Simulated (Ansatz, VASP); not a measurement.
## One calculation of Ti, two programs

Contents of INCAR:

```
SYSTEM = Ti
ALGO = Normal
EDIFF = 1E-6
ENCUT = 520
GGA = PS
ISIF = 2
ISMEAR = -1
LASPH = .True.
LCHARG = .False.
LREAL = .False.
LWAVE = .False.
NBANDS = 19
NELM = 60
PREC = Accurate
SIGMA = 0.05
```

KPOINTS

```
k-points
0
Gamma
  12 12 7
  0 0 0
```

File POSCAR:

```
Ti
1.0
    2.9162152113      0.0000000000      0.0000000000
   -1.4581076057      2.5255164559      0.0000000000
    0.0000000000      0.0000000000      4.7242686424
Ti
2
Direct
    0.2933333333      0.6466666667      0.2200000000
    0.7066666667      0.3533333333      0.7800000000
```

Input for Ansatz:

```yaml
crystal:
  lattice:
    - [2.9162152113, 0.0, 0.0]
    - [-1.4581076057, 2.5255164559, 0.0]
    - [0.0, 0.0, 4.7242686424]
  atoms:
    - { symbol: Ti, position: [0.2933333333, 0.6466666667, 0.22] }
    - { symbol: Ti, position: [0.7066666667, 0.3533333333, 0.78] }
kpoints:
  mp_grid: { grid: [12, 12, 7] }
scf:
  occupations: { method: fermi_dirac, width: 0.05 }
hamiltonian:
  xc: pbesol
  pseudopotentials: { kind: all_electron, lapw: { basis_error: 0.001 } }
output:
  forces: true
  stress: true
  eigenvalues: true
  populations: true
```

Change from the starting cell: shortest bond scaled by 0.88, LAPW.

Alike in both runs: task single point; functional PBEsol; k mesh 12 × 12 × 7; occupations fermi-dirac, width 0.05 eV; no spin polarisation.

|  | VASP | Ansatz |
| --- | --- | --- |
| version | VASP 6.6.1 | Ansatz 0.2.0 |
| potentials or method | VASP PAW PBE potentials, release 64 (Ti_sv), cutoff 520 eV | all-electron LAPW, scalar-relativistic |

Ansatz gave:

| Quantity | Value |
| --- | --- |
| pressure (GPa) | -1.2 |
| traceless stress, the component that is largest in VASP (GPa) | 2.75 |
| rms of the force components (eV/Å) | 0.736 |

Task: Estimate VASP's values.

Result: Pressure (GPa): -1.4; traceless stress, the component that is largest in VASP (GPa): 2.74; rms of the force components (eV/Å): 0.733.

VASP's potentials were made for PBE, not for PBEsol. Atom by atom the forces differ by 0.004 eV/Å (rms over components). Ansatz ran all-electron here, and VASP with PAW potentials.
